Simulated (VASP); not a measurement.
Here is a VASP 6.6.1 calculation.

Contents of INCAR:

```
PREC = Accurate ; ENCUT = 520
EDIFF = 1E-6 ; ISMEAR = 1
SIGMA = 0.1 ; LREAL = False
LASPH = True ; NELM = 120
ALGO = Normal ; ISIF = 2
LWAVE = False ; LCHARG = True
GGA = CA ; LELF = True
LVHAR = True ; NBANDS = 50
GGA_COMPAT = False
```

File KPOINTS:

```
Automatic mesh
0
Gamma
  3 3 3
```

The input POSCAR:

```
Si8Ni4B
1.0
    5.4428764300      0.0000000000      0.0000000000
    0.0000000000      5.4428764300      0.0000000000
    0.0000000000      0.0000000000      5.4428764300
Si Ni B
8 4 1
Direct
    0.1988043400      0.2926042100      0.2929123500
    0.2531304000      0.7490010700      0.7494338100
    0.7418549900      0.2376866900      0.7498559100
    0.7421874800      0.7490828300      0.2384476400
    0.2454984100      0.2458451800      0.7384622000
    0.2453020500      0.7380477400      0.2464382400
    0.7532195300      0.2457793600      0.2461770800
    0.7237314400      0.7675769600      0.7679887700
    0.0147928700     -0.0024215400     -0.0019558300
   -0.0314495300      0.5220939100      0.5229921600
    0.4936718300     -0.0024432200      0.4770018700
    0.4936483800      0.4769129500     -0.0019559600
    0.4036476200      0.0879575800      0.0881614500
```

Potentials or basis: VASP PAW LDA potentials, release 64 (Si, Ni, B).

Launch:

```console
$ cat potpaw_LDA.64/Si/POTCAR potpaw_LDA.64/Ni/POTCAR potpaw_LDA.64/B/POTCAR > POTCAR
$ mpirun -np 1 vasp_std > vasp.out
```

Task: What does it give for the pressure?

Result: -0.6 GPa.

Task: What does it give for the band gap on the k mesh?

Result: Zero (an odd number of electrons rules out a gap without spin polarisation).

Forces in eV/Å, atoms in the order of the input:
```
Si   0.019 -0.021 -0.020
Si  -0.022  0.000  0.000
Si   0.000  0.022  0.000
Si   0.000  0.000  0.022
Si   0.018 -0.019  0.050
Si   0.018  0.051 -0.020
Si  -0.049 -0.018 -0.019
Si   0.021 -0.022 -0.021
Ni   0.091 -0.015 -0.015
Ni   0.055 -0.053 -0.054
Ni   0.015 -0.015 -0.090
Ni   0.015 -0.091 -0.015
B   -0.182  0.182  0.181
```

Caveat: the k points lie up to 0.38 Å⁻¹ apart, too coarse for converged energies and pressures of a metal. Spin polarisation is off, so any magnetic state and its effect on volume and gap are missing.
